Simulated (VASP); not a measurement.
# Ga in VASP: a series of runs, part 2 of 2

VASP 6.6.1. Earlier steps stand in the parts before.

### 3 Single point, PBEsol (atoms moved at random)

INCAR reads:

```
SYSTEM = Ga
PREC = Accurate
ENCUT = 520
EDIFF = 1E-6
ISMEAR = -1
SIGMA = 0.05
LREAL = .False.
LASPH = .True.
NELM = 60
ALGO = Fast
ISIF = 2
LWAVE = .False.
LCHARG = .False.
GGA = PS
NBANDS = 20
```

KPOINTS reads:

```
regular mesh
0
Gamma
  10 10 8
  0 0 0
```

POSCAR reads:

```
Ga
1.0
    1.3830000000     -4.0265000000      0.0000000000
    1.3830000000      4.0265000000      0.0000000000
   -0.1174474948      0.0000000000      3.3299294416
Ga
2
Direct
    0.1169910000      0.8568350000      0.7483420000
    0.8666660000      0.1324240000      0.2366280000
```

Potentials or basis: VASP PAW PBE potentials, release 64 (Ga_d).

Started as:

```console
cat potpaw_PBE.64/Ga_d/POTCAR > POTCAR
mpirun -np 1 vasp_std > vasp.out
```

OUTCAR:

```text
SYSTEM = Ga
   PREC = Accurate
   ENCUT = 520
   EDIFF = 1E-6
   ISMEAR = -1
   LREAL = .False.
   LASPH = .True.
   NELM = 60
   ISIF = 2
   GGA = PS

 ion  position               nearest neighbor table
   1  0.117  0.857  0.748-   2 2.67   2 2.72   2 2.85   2 2.86   2 2.87
   2  0.867  0.132  0.237-   1 2.67   1 2.72   1 2.85   1 2.86   1 2.87

  LATTYP: Found a base centered monoclinic cell.
 ALAT       =     2.7660000000
 B/A-ratio  =     2.9114244396
 C/A-ratio  =     1.2046276211
 COS(beta)  =    -0.0352483478

  Lattice vectors:

 A1 = (   1.3830000000,  -4.0265000000,   0.0000000000)
 A2 = (   1.3830000000,   4.0265000000,   0.0000000000)
 A3 = (  -0.1174474948,   0.0000000000,   3.3299294416)

Analysis of symmetry for initial positions (statically):
=====================================================================
 Subroutine PRICEL returns:
 Original cell was already a primitive cell.

 Routine SETGRP: Setting up the symmetry group for a
 base centered monoclinic supercell.

 Subroutine GETGRP returns: Found  2 space group operations
[... 163 lines left out ...]
  free energy    TOTEN  =        -6.67430008 eV

  energy without entropy =       -6.66861132  energy(sigma->0) =       -6.67145570

 E-fermi :   5.4912     XC(G=0): -11.1972

 val. band max:        5.4893200931   @ k =  -0.2000   0.3000   0.3750
 cond. band min:       5.4926813400   @ k =  -0.3000   0.2000  -0.3750
 fundamental gap:      0.0033612469
 Fermi energy:         5.4911571237

 k-point     1 :       0.0000    0.0000    0.0000
  band No.  band energies     occupation
      1      -9.6008      2.00000
      2      -9.5916      2.00000
      3      -9.5514      2.00000
      4      -9.5328      2.00000
      5      -9.2648      2.00000
      6      -9.2463      2.00000
[... 541 lines left out ...]
     19      15.8053      0.00000
     20      20.8243      0.00000

 [... further k-points ...]

------------------------ aborting loop because EDIFF is reached ----------------------------------------

  FORCE on cell =-STRESS in cart. coord.  units (eV):
  Direction    XX          YY          ZZ          XY          YZ          ZX
  --------------------------------------------------------------------------------------
  -------------------------------------------------------------------------------------
  Total       -0.2693980     -0.4133050     -0.6348025     -0.0054688      0.0279823      0.1005082
  in kB      -11.6383118    -17.8552676    -27.4242227     -0.2362586      1.2088698      4.3420721
  external PRESSURE =     -18.9726007 kB  Pullay stress =       0.0000000 kB

 VOLUME and BASIS-vectors are now :
 -----------------------------------------------------------------------------
  energy-cutoff  :      520.00
  volume of cell :       37.09
      direct lattice vectors                 reciprocal lattice vectors
     1.383000000 -4.026500000  0.000000000     0.361532899 -0.124177325  0.012751361
     1.383000000  4.026500000  0.000000000     0.361532899  0.124177325  0.012751361
    -0.117447495  0.000000000  3.329929442     0.000000000  0.000000000  0.300306663

 POSITION                                       TOTAL-FORCE (eV/Angst)
 -----------------------------------------------------------------------------------
      1.25891      2.97898      2.49193         0.003840     -0.164923     -0.069018
      1.35395     -2.95643      0.78795        -0.003840      0.164923      0.069018
 -----------------------------------------------------------------------------------
    total drift:                               -0.000005     -0.000060     -0.000016

  FREE ENERGIE OF THE ION-ELECTRON SYSTEM (eV)
  ---------------------------------------------------
  free  energy   TOTEN  =        -6.6743000781 eV

  energy  without entropy=       -6.6686113210  energy(sigma->0) =       -6.67145570
```

OSZICAR:

```text
N       E                     dE             d eps       ncg     rms          rms(c)
DAV:   1     0.132249061127E+03    0.13225E+03   -0.13187E+04 16788   0.247E+03
DAV:   2     0.486501216734E+01   -0.12738E+03   -0.12434E+03 16580   0.387E+02
DAV:   3    -0.659006110700E+01   -0.11455E+02   -0.11391E+02 18156   0.952E+01
DAV:   4    -0.676120187605E+01   -0.17114E+00   -0.17104E+00 18556   0.129E+01
DAV:   5    -0.676404914241E+01   -0.28473E-02   -0.28471E-02 18464   0.162E+00    0.155E+00
RMM:   6    -0.668886832459E+01    0.75181E-01   -0.13164E-01 21861   0.440E+00    0.751E-01
RMM:   7    -0.667590884280E+01    0.12959E-01   -0.32662E-02 22823   0.174E+00    0.226E-01
RMM:   8    -0.667424031967E+01    0.16685E-02   -0.36759E-03 23829   0.590E-01    0.194E-02
RMM:   9    -0.667428332957E+01   -0.43010E-04   -0.62290E-04 24897   0.292E-01    0.128E-02
RMM:  10    -0.667429767381E+01   -0.14344E-04   -0.16439E-04 26376   0.121E-01    0.372E-03
RMM:  11    -0.667430006990E+01   -0.23961E-05   -0.19734E-05 21213   0.385E-02    0.207E-03
RMM:  12    -0.667430007811E+01   -0.82182E-08   -0.38641E-06 14000   0.207E-02
   1 F= -.66743001E+01 E0= -.66714557E+01  d E =-.568876E-02
```

Run time: 3.7 min. Hardware: 1 thread of Intel Xeon Platinum 8259CL at 2.50GHz (Skylake/Cascade Lake), shared host; peak memory 0.35 GiB.

Results:

```yaml
Free_energy: -6.6743 eV
Pressure: -1.9 GPa
Largest_force: 0.179 eV/Å
Band_gap_on_the_k_mesh: zero (bands 13 and 14 overlap by 8.32 eV)
```

Forces in eV/Å, atoms in the order of the input:
```
Ga   0.004 -0.165 -0.069
Ga  -0.004  0.165  0.069
```

Caveat: the cell differs from its parent crystal (atoms moved at random); the PAW data sets were made with another functional, which shifts forces and pressure a little.
